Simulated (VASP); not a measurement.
Mg3Cl:

```
CELL_PARAMETERS angstrom
4.30890 0.00000 0.00000
0.00000 4.30890 0.00000
0.00000 0.00000 4.30890
ATOMIC_POSITIONS crystal
Mg 0.00000 0.50000 0.50000
Mg 0.50000 0.00000 0.50000
Mg 0.50000 0.50000 0.00000
Cl 0.00000 0.00000 0.00000
```

* Program: VASP 6.6.1
* Task: relaxation of cell and atoms
* Functional: PBE
* Potentials or basis: VASP PAW PBE potentials, release 64 (Mg, Cl)
* Cutoff: 600 eV
* k mesh: 4 × 4 × 4
* Occupations: gaussian, width 0.1 eV
* Spin: no spin polarisation

At the start: pressure 8.3 GPa; volume 20.00 Å³/atom.

Q: Where does the relaxation end?

A: Over 4 steps the energy falls by 104.6 meV/atom and the volume is 24.95 Å³/atom (+24.8 %); space group Pm-3m (No. 221, to 0.1 Å) before and after.

Step by step:
```csv
step,energy change (eV),largest force (eV/Å),pressure (GPa),volume (Å³)
1,0.0000,0.0000,8.31,80.00
2,-0.3741,0.0000,2.06,92.62
3,-0.4159,0.0000,0.47,98.07
4,-0.4186,0.0000,0.04,99.82
```

Final structure:
```
Mg Cl
1.0
     4.63879    0.00000    0.00000
     0.00000    4.63879    0.00000
     0.00000    0.00000    4.63879
Mg Cl
3 1
Direct
  0.00000 0.50000 0.50000
  0.50000 0.00000 0.50000
  0.50000 0.50000 0.00000
  0.00000 0.00000 0.00000
```

Caveat: the k points lie up to 0.34 Å⁻¹ apart in the final cell, too coarse for converged energies and pressures of a metal; the volume moved by over 15 % at a fixed basis, so the end points are rough.
